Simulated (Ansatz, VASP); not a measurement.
Given: the input of a run of Ansatz 0.2.0 on Na.

File input.yaml:

```yaml
crystal:
  lattice:
    - [-2.1732119462, 2.1953436621, 2.1456426351]
    - [2.2541702239, -2.1451664759, 2.1764237266]
    - [2.1786342472, 2.1505897965, -2.0954654489]
  atoms:
    - { symbol: Na, position: [0.0, 0.0, 0.0] }
kpoints:
  mp_grid: { grid: [9, 9, 9] }
scf:
  occupations: { method: gaussian, width: 0.01 }
hamiltonian:
  xc: lda
  pseudopotentials: { kind: all_electron, lapw: { basis_error: 0.001 } }
output:
  forces: true
  stress: true
  eigenvalues: true
```

Potentials or basis: all-electron LAPW, scalar-relativistic.

The run is started by

```console
$ ansatz run input.yaml --threads 1 --pin off --max-ram 3072MiB --backend cpu --events-out ev --progress --plain --runs-dir out
```

**Question.** Set up the same calculation for VASP 6.6.1. Potentials there: VASP PAW LDA potentials, release 64 (Na_pv).

**Answer.** As run (the cutoff follows the program's own potentials):

The input INCAR:

```
SYSTEM = Na
PREC = Accurate
ENCUT = 520
EDIFF = 1E-6
ISMEAR = 0
SIGMA = 0.01
LREAL = .False.
LASPH = .True.
NELM = 80
ALGO = Fast
ISIF = 2
LWAVE = .False.
LCHARG = .False.
GGA = CA
NBANDS = 10
```

Contents of KPOINTS:

```
regular mesh
0
Gamma
  9 9 9
  0 0 0
```

Contents of POSCAR:

```
Na
1.0
   -2.1732119462      2.1953436621      2.1456426351
    2.2541702239     -2.1451664759      2.1764237266
    2.1786342472      2.1505897965     -2.0954654489
Na
1
Direct
    0.0000000000      0.0000000000      0.0000000000
```

Potentials or basis: VASP PAW LDA potentials, release 64 (Na_pv).

Launch:

```console
$ cat potpaw_LDA.64/Na_pv/POTCAR > POTCAR
$ mpirun -np 1 vasp_std > vasp.out
```

Both were run:

|  | VASP | Ansatz | Ansatz less VASP |
| --- | --- | --- | --- |
| gap on the k mesh at the Fermi level (eV) | none | none | - |
| pressure (GPa) | -1.4 | -1.4 | 0.00 |
| traceless stress, the component that is largest in VASP (GPa) | -0.17 | -0.17 | 0.000 |

LDA's correlation is that of Perdew and Zunger in VASP and of Perdew and Wang (1992) in Ansatz. A gap of «none» marks a metal or a gap that the smearing closes. Ansatz ran all-electron here, and VASP with PAW potentials.
